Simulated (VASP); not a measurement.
# LiGeN (P6_3mc) in VASP: further runs

Aim: see how the results for LiGeN move with the level of theory and the settings. Levels: PBE, r2SCAN. Tasks: single point.

Program: VASP 6.6.1. These are calculated values, not measurements. Logs are shortened: lines on timing, memory, paths and dates and some standing lists are left out, and cuts for length are marked.

## 1. The cell of the first run

The structure is hexagonal, space group P6_3mc (No. 186). The conventional cell has a = 3.045 Å, b = 3.045 Å, c = 9.523 Å, α = 90.00°, β = 90.00°, γ = 120.00°. Within 3.1 Å of Li (site symmetry 3m) lie 3 N at 2.19 Å and 6 Ge at 2.91 to 3.01 Å and 6 Li at 3.05 Å. Ge (site symmetry 3m) has 3 N at 2.03 Å within 2.7 Å. Within 2.7 Å of N (site symmetry 3m) lie 3 Ge at 2.03 Å and 3 Li at 2.19 Å.

## 2. Single point, PBE (12.75 Å³/atom)

Contents of INCAR:

```
PREC = Accurate
ENCUT = 520
EDIFF = 1E-6
ISMEAR = 0
SIGMA = 0.01
LREAL = False
LASPH = True
NELM = 100
ALGO = Normal
ISIF = 2
LWAVE = False
LCHARG = False
GGA = PE
NBANDS = 31
```

Contents of KPOINTS:

```
Automatic mesh
0
Gamma
  9 9 2
```

Contents of POSCAR:

```
LiGeN
1.0
    3.0452275747      0.0000000000      0.0000000000
   -1.5226137873      2.6372444400      0.0000000000
    0.0000000000      0.0000000000      9.5232990854
Li Ge N
2 2 2
Direct
    0.6666666667      0.3333333333      0.7416379770
    0.3333333333      0.6666666667      0.2416379770
    0.0000000000      0.0000000000      0.4985953034
    0.0000000000      0.0000000000      0.9985953034
    0.3333333333      0.6666666667      0.6044047196
    0.6666666667      0.3333333333      0.1044047196
```

Potentials or basis: VASP PAW PBE potentials, release 64 (Li_sv, Ge_d, N).

The run is started by

```console
> cat potpaw_PBE.64/Li_sv/POTCAR potpaw_PBE.64/Ge_d/POTCAR potpaw_PBE.64/N/POTCAR > POTCAR
> mpirun -np 1 vasp_std > vasp.out
```

OUTCAR:

```text
PREC = Accurate
   ENCUT = 520
   EDIFF = 1E-6
   ISMEAR = 0
   LREAL = False
   LASPH = True
   NELM = 100
   ISIF = 2
   GGA = PE

 ion  position               nearest neighbor table
   1  0.667  0.333  0.742-   5 2.19   5 2.19   5 2.19
   2  0.333  0.667  0.242-   6 2.19   6 2.19   6 2.19
   3  0.000  0.000  0.499-   5 2.03   5 2.03   5 2.03
   4  0.000  0.000  0.999-   6 2.03   6 2.03   6 2.03
   5  0.333  0.667  0.604-   3 2.03   3 2.03   3 2.03   1 2.19   1 2.19   1 2.19
   6  0.667  0.333  0.104-   4 2.03   4 2.03   4 2.03   2 2.19   2 2.19   2 2.19

  LATTYP: Found a hexagonal cell.
 ALAT       =     3.0452275747
 C/A-ratio  =     3.1272865005

  Lattice vectors:

 A1 = (   3.0452275747,   0.0000000000,   0.0000000000)
 A2 = (  -1.5226137873,   2.6372444400,   0.0000000000)
 A3 = (   0.0000000000,   0.0000000000,   9.5232990854)

Analysis of symmetry for initial positions (statically):
=====================================================================
 Subroutine PRICEL returns:
 Original cell was already a primitive cell.

 Routine SETGRP: Setting up the symmetry group for a
 hexagonal supercell.

 Subroutine GETGRP returns: Found 12 space group operations
 (whereof  6 operations were pure point group operations)
 out of a pool of 24 trial point group operations.

The static configuration has the point symmetry C_3v.
 The point group associated with its full space group is C_6v.

Analysis of symmetry for dynamics (positions and initial velocities):
=====================================================================
 Subroutine PRICEL returns:
 Original cell was already a primitive cell.

 Routine SETGRP: Setting up the symmetry group for a
 hexagonal supercell.

 Subroutine GETGRP returns: Found 12 space group operations
 (whereof  6 operations were pure point group operations)
 out of a pool of 24 trial point group operations.

The dynamic configuration has the point symmetry C_3v.
 The point group associated with its full space group is C_6v.

 Subroutine INISYM returns: Found 12 space group operations
 (whereof  6 operations are pure point group operations),
 and found     1 'primitive' translations

----------------------------------------------------------------------------------------

                                     Primitive cell

  volume of cell :      76.4817

  direct lattice vectors                    reciprocal lattice vectors
     3.045227575  0.000000000  0.000000000     0.328382683  0.189591830  0.000000000
    -1.522613787  2.637244440  0.000000000     0.000000000  0.379183660  0.000000000
     0.000000000  0.000000000  9.523299085     0.000000000  0.000000000  0.105005628

  length of vectors
     3.045227575  3.045227575  9.523299085     0.379183660  0.379183660  0.105005628

  position of ions in fractional coordinates (direct lattice)
     0.666666667  0.333333333  0.741637977
     0.333333333  0.666666667  0.241637977
     0.000000000  0.000000000  0.498595303
     0.000000000  0.000000000  0.998595303
     0.333333333  0.666666667  0.604404720
     0.666666667  0.333333333  0.104404720

  ion indices of the primitive-cell ions
   primitive index   ion index
                 1           1
                 2           2
                 3           3
                 4           4
                 5           5
                 6           6

----------------------------------------------------------------------------------------

 KPOINTS: Automatic mesh

Automatic generation of k-mesh.
 Grid dimensions read from file:
 generate k-points for:    9    9    2

 Generating k-lattice:

  Cartesian coordinates                     Fractional coordinates (reciprocal lattice)
     0.036486965  0.021065759  0.000000000     0.111111111  0.000000000  0.000000000
     0.000000000  0.042131518  0.000000000     0.000000000  0.111111111  0.000000000
     0.000000000  0.000000000  0.052502814     0.000000000  0.000000000  0.500000000

  Length of vectors
     0.042131518  0.042131518  0.052502814

  Shift w.r.t. Gamma in fractional coordinates (k-lattice)
     0.000000000  0.000000000  0.000000000

 Subroutine IBZKPT returns following result:
 ===========================================

 Found     24 irreducible k-points:

 Following reciprocal coordinates:
            Coordinates               Weight
  0.000000  0.000000  0.000000      1.000000
  0.111111  0.000000  0.000000      6.000000
  0.222222  0.000000  0.000000      6.000000
  0.333333  0.000000  0.000000      6.000000
  0.444444  0.000000  0.000000      6.000000
  0.111111  0.111111  0.000000      6.000000
[... 16 lines left out ...]
  0.333333  0.222222  0.500000     12.000000
  0.333333  0.333333  0.500000      2.000000
   k-points           NKPTS =     24   k-points in BZ     NKDIM =     24   number of bands    NBANDS=     31
   number of dos      NEDOS =    301   number of ions     NIONS =      6
   total plane-waves  NPLWV =  41472
   dimension x,y,z NGX =    24 NGY =   24 NGZ =   72
   dimension x,y,z NGXF=    48 NGYF=   48 NGZF=  144
   ions per type =               2   2   2
   NGX,Y,Z   is equivalent  to a cutoff of  13.10, 13.10, 12.57 a.u.
   NGXF,Y,Z  is equivalent  to a cutoff of  26.20, 26.20, 25.14 a.u.
 SYSTEM =  unknown system
   PREC   = accura    normal or accurate (medium, high low for compatibility)
   ISTART =      0    job   : 0-new  1-cont  2-samecut
   ICHARG =      2    charge: 1-file 2-atom 10-const
   ISPIN  =      1    spin polarized calculation?
   LNONCOLLINEAR =      F non collinear calculations
   LSORBIT =      F    spin-orbit coupling
   LASPH  =      T    aspherical Exc in radial PAW
   ENCUT  =  520.0 eV  38.22 Ry    6.18 a.u.   5.66  5.66 17.71*2*pi/ulx,y,z
   NELM   =    100;   NELMIN=  2; NELMDL= -5     # of ELM steps
   EDIFF  = 0.1E-05   stopping-criterion for ELM
   LREAL  =      F    real-space projection
   EDIFFG = 0.1E-04   stopping-criterion for IOM
   NSW    =      0    number of steps for IOM
   IBRION =     -1    ionic relax: 0-MD 1-quasi-New 2-CG
   NFREE  =      0    steps in history (QN), initial steepest desc. (CG)
   ISIF   =      2    stress and relaxation
   ISYM   =      2    0-nonsym 1-usesym 2-fastsym
   POTIM  = 0.5000    time-step for ionic-motion
   TEBEG  =    0.0;   TEEND  =   0.0 temperature during run
   PSTRESS=    0.0 pullay stress
   NELECT =      44.0000    total number of electrons
   NUPDOWN=      -1.0000    fix difference up-down
   EMIN   =  10.00;   EMAX   =-10.00  energy-range for DOS
   EFERMI =   0.00;   METHOD = LEGACY
   ISMEAR =     0;   SIGMA  =   0.01  broadening in eV -4-tet -1-fermi 0-gaus
   EFERMI_NEDOS =   21; number of points for ismear=-14 and -15
   IALGO  =     38    algorithm
   IMIX   =      4    mixing-type and parameters
     AMIX     =   0.40;   BMIX     =  1.00
     AMIX_MAG =   1.60;   BMIX_MAG =  1.00
  volume/ion in A,a.u.               =      12.75        86.02
  Fermi-wavevector in a.u.,A,eV,Ry     =   1.361570  2.572994 25.223459  1.853872
  Thomas-Fermi vector in A             =   2.488134
   LORBIT       =      0    0 simple, 1 ext, 2 COOP (PROOUT), +10 PAW based schemes
   GGA     = PE    functional components
   LHFCALC =     F    Hartree Fock is set to
   AEXX    =    0.0000 exact exchange contribution
   IVDW    =     0    specifies the selected vdW correction
   LEPSILON=     F    determine dielectric tensor
   LRPA    =     F    only Hartree local field effects (RPA)
 non-spin polarized calculation
 Gauss-broadening in eV      SIGMA  =   0.01
  energy-cutoff  :      520.00
  volume of cell :       76.48
 maximum number of plane-waves:      2099
 NGX is ok and might be reduce to    24
   NGX = 11   NGY = 11   NGZ = 35

 number of electron      43.9999988 magnetization

 Free energy of the ion-electron system (eV)
  ---------------------------------------------------
  ext. energy  EPLUGINS =         0.00000000
  ---------------------------------------------------
  free energy    TOTEN  =       -31.34911619 eV

  energy without entropy =      -31.34911619  energy(sigma->0) =      -31.34911619

 E-fermi :   4.4410     XC(G=0): -10.2516

 val. band max:        4.3467205650   @ k =   0.2222   0.0000   0.0000
 cond. band min:       5.9116033670   @ k =   0.4444   0.0000   0.0000
 fundamental gap:      1.5648828020
 Fermi energy:         4.4410280677

 k-point     1 :       0.0000    0.0000    0.0000
  band No.  band energies     occupation
      1     -40.9168      2.00000
      2     -40.9167      2.00000
      3     -19.6541      2.00000
      4     -19.6541      2.00000
      5     -19.6541      2.00000
      6     -19.6541      2.00000
[... 23 lines left out ...]
     30      12.4814      0.00000
     31      16.5840      0.00000

 k-point     2 :       0.1111    0.0000    0.0000
  band No.  band energies     occupation
      1     -40.9151      2.00000
      2     -40.9151      2.00000
      3     -19.6595      2.00000
      4     -19.6595      2.00000
      5     -19.6441      2.00000
      6     -19.6441      2.00000
[... 23 lines left out ...]
     30      12.5851      0.00000
     31      15.3603      0.00000

 k-point     3 :       0.2222    0.0000    0.0000
  band No.  band energies     occupation
      1     -40.9110      2.00000
      2     -40.9109      2.00000
      3     -19.6748      2.00000
      4     -19.6748      2.00000
      5     -19.6188      2.00000
      6     -19.6188      2.00000
[... 23 lines left out ...]
     30      12.6494      0.00000
     31      14.0031      0.00000

 k-point     4 :       0.3333    0.0000    0.0000
  band No.  band energies     occupation
      1     -40.9063      2.00000
      2     -40.9062      2.00000
      3     -19.6941      2.00000
      4     -19.6940      2.00000
      5     -19.5902      2.00000
      6     -19.5902      2.00000
[... 635 lines left out ...]
     30      12.9738      0.00000
     31      13.5810      0.00000

 k-point    23 :       0.3333    0.2222    0.5000
  band No.  band energies     occupation
      1     -40.9019      2.00000
      2     -40.9019      2.00000
      3     -19.6810      2.00000
      4     -19.6810      2.00000
      5     -19.5965      2.00000
      6     -19.5965      2.00000
[... 23 lines left out ...]
     30      12.6411      0.00000
     31      13.5878      0.00000

 k-point    24 :       0.3333    0.3333    0.5000
  band No.  band energies     occupation
      1     -40.9010      2.00000
      2     -40.9010      2.00000
      3     -19.6709      2.00000
      4     -19.6709      2.00000
      5     -19.6037      2.00000
      6     -19.6037      2.00000
[... 23 lines left out ...]
     30      12.8514      0.00000
     31      13.5226      0.00000

------------------------ aborting loop because EDIFF is reached ----------------------------------------

  FORCE on cell =-STRESS in cart. coord.  units (eV):
  Direction    XX          YY          ZZ          XY          YZ          ZX
  --------------------------------------------------------------------------------------
  -------------------------------------------------------------------------------------
  Total       -1.4192954     -1.4192954     -1.0381979     -0.0000000     -0.0000000      0.0000000
  in kB      -29.7321160    -29.7321160    -21.7486924     -0.0000000     -0.0000000      0.0000000
  external PRESSURE =     -27.0709748 kB  Pullay stress =       0.0000000 kB

 VOLUME and BASIS-vectors are now :
 -----------------------------------------------------------------------------
  energy-cutoff  :      520.00
  volume of cell :       76.48
      direct lattice vectors                 reciprocal lattice vectors
     3.045227575  0.000000000  0.000000000     0.328382683  0.189591830  0.000000000
    -1.522613787  2.637244440  0.000000000     0.000000000  0.379183660  0.000000000
     0.000000000  0.000000000  9.523299085     0.000000000  0.000000000  0.105005628

 POSITION                                       TOTAL-FORCE (eV/Angst)
 -----------------------------------------------------------------------------------
      1.52261      0.87908      7.06284        -0.000000      0.000000     -0.075325
     -0.00000      1.75816      2.30119         0.000000     -0.000000     -0.075325
      0.00000      0.00000      4.74827         0.000000      0.000000      0.220876
      0.00000      0.00000      9.50992        -0.000000     -0.000000      0.220876
     -0.00000      1.75816      5.75593         0.000000     -0.000000     -0.145552
      1.52261      0.87908      0.99428         0.000000      0.000000     -0.145552
 -----------------------------------------------------------------------------------
    total drift:                               -0.000000     -0.000000     -0.000801

  FREE ENERGIE OF THE ION-ELECTRON SYSTEM (eV)
  ---------------------------------------------------
  free  energy   TOTEN  =       -31.3491161878 eV

  energy  without entropy=      -31.3491161878  energy(sigma->0) =      -31.34911619
```

Run time: 35 s. Hardware: 1 thread of Intel Xeon 6975P-C (Granite Rapids), shared host; peak memory 0.21 GiB.

Results:

* Free energy: -31.3491 eV
* Largest force: 0.221 eV/Å
* Band gap on the k mesh: 1.56 eV (least direct gap 2.36 eV)

Forces in eV/Å, atoms in the order of the input:
```
Li   0.000  0.000 -0.075
Li   0.000  0.000 -0.075
Ge   0.000  0.000  0.221
Ge   0.000  0.000  0.221
N    0.000  0.000 -0.146
N    0.000  0.000 -0.146
```

Levels at points of the mesh, in eV from the valence-band top:
| k point | band 19 | band 20 | band 21 | band 22 | band 23 | band 24 | band 25 | band 26 |
| --- | --- | --- | --- | --- | --- | --- | --- | --- |
| (0.00, 0.00, 0.00) | -1.07 | -1.07 | -1.07 | -0.25 | 2.33 | 3.30 | 7.00 | 7.36 |
| (0.00, 0.00, 0.50) | -1.07 | -1.07 | -1.07 | -1.07 | 2.96 | 2.96 | 7.18 | 7.18 |

Caveat: the cutoff is under 1.25 times the usual one of these potentials, so pressure, stress and relaxed cells hold a basis-set (Pulay) error. A k mesh can miss the band edges.

## 3. Single point, PBE (13.12 Å³/atom)

This run uses another cell than the first one, of 13.12 Å³/atom.

Contents of INCAR:

```
SYSTEM = LiGeN
ALGO = Normal
EDIFF = 1E-6
ENCUT = 520
GGA = PE
ISIF = 2
ISMEAR = 0
LASPH = .TRUE.
LCHARG = .FALSE.
LREAL = .FALSE.
LWAVE = .FALSE.
NBANDS = 31
NELM = 60
PREC = Accurate
SIGMA = 0.01
```

Contents of KPOINTS:

```
k-points
0
G
  9 9 2
  0 0 0
```

POSCAR: that of step 2 with these lines changed.

```diff
@@ -2,5 +2,5 @@
 1.0
-    3.0452275747      0.0000000000      0.0000000000
-   -1.5226137873      2.6372444400      0.0000000000
-    0.0000000000      0.0000000000      9.5232990854
+    3.0745104054      0.0000000000      0.0000000000
+   -1.5372552027      2.6626041153      0.0000000000
+    0.0000000000      0.0000000000      9.6148748867
 Li Ge N
```

Potentials or basis: VASP PAW PBE potentials, release 64 (Li_sv, Ge_d, N).

The run is started by

```console
> cat potpaw_PBE.64/Li_sv/POTCAR potpaw_PBE.64/Ge_d/POTCAR potpaw_PBE.64/N/POTCAR > POTCAR
> mpirun -np 1 vasp_std > vasp.out
```

Run time: 28 s. Hardware: 1 thread of Intel Xeon 6975P-C (Granite Rapids), shared host; peak memory 0.21 GiB.

The run converged. Its results:

```
Free energy            : -31.2969 eV
Largest force          : 0.437 eV/Å
Band gap on the k mesh : 1.51 eV (least direct gap 2.32 eV)
```

Forces on the atoms (eV/Å):
```
Li   0.000  0.000 -0.150
Li   0.000  0.000 -0.150
Ge   0.000  0.000  0.437
Ge   0.000  0.000  0.437
N    0.000  0.000 -0.288
N    0.000  0.000 -0.288
```

Levels at points of the mesh, in eV from the valence-band top:
| k point | band 20 | band 21 | band 22 | band 23 | band 24 | band 25 |
| --- | --- | --- | --- | --- | --- | --- |
| (0.00, 0.00, 0.00) | -1.03 | -1.03 | -0.24 | 2.13 | 3.12 | 6.88 |
| (0.00, 0.00, 0.50) | -1.03 | -1.03 | -1.03 | 2.77 | 2.77 | 7.01 |

Caveat: the cutoff is under 1.25 times the usual one of these potentials, so pressure, stress and relaxed cells hold a basis-set (Pulay) error.

(Continued in part 2 of 3.)
